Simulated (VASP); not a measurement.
Crystal: LiCl.

```xyz
2
Lattice="0.0000 2.5648 2.5648 2.5648 0.0000 2.5648 2.5648 2.5648 0.0000" Properties=species:S:1:pos:R:3 pbc="T T T"
Cl    2.5648    2.5648    2.5648
Li    0.0000    0.0000    0.0000
```

- Program: VASP 6.6.1
- Task: relaxation of cell and atoms
- Functional: PBEsol
- Potentials or basis: VASP PAW PBE potentials, release 64 (Cl, Li_sv)
- Cutoff: 600 eV
- k mesh: 9 × 9 × 9
- Occupations: fermi-dirac, width 0.05 eV
- Spin: no spin polarisation

At the start: pressure -1.3 GPa; volume 16.87 Å³/atom.

Q: How do energy, volume and symmetry change on relaxing?

A: Over 3 steps the energy falls by 2.8 meV/atom and the volume is 16.23 Å³/atom (-3.8 %); space group Fm-3m (No. 225, to 0.05 Å).

The path:
| step | energy change (eV) | largest force (eV/Å) | pressure (GPa) | volume (Å³) |
| --- | --- | --- | --- | --- |
| 1 | 0.0000 | 0.0000 | -1.30 | 33.74 |
| 2 | -0.0042 | 0.0000 | -0.69 | 33.08 |
| 3 | -0.0056 | 0.0000 | -0.07 | 32.47 |

Final structure:
```
CELL_PARAMETERS angstrom
0.00000 2.53209 2.53209
2.53209 0.00000 2.53209
2.53209 2.53209 0.00000
ATOMIC_POSITIONS crystal
Cl 0.50000 0.50000 0.50000
Li 0.00000 0.00000 0.00000
```

Caveat: the cutoff is under 1.25 times the usual one of these potentials, so pressure, stress and relaxed cells hold a basis-set (Pulay) error; the PAW data sets were made with another functional, which shifts forces and pressure a little.
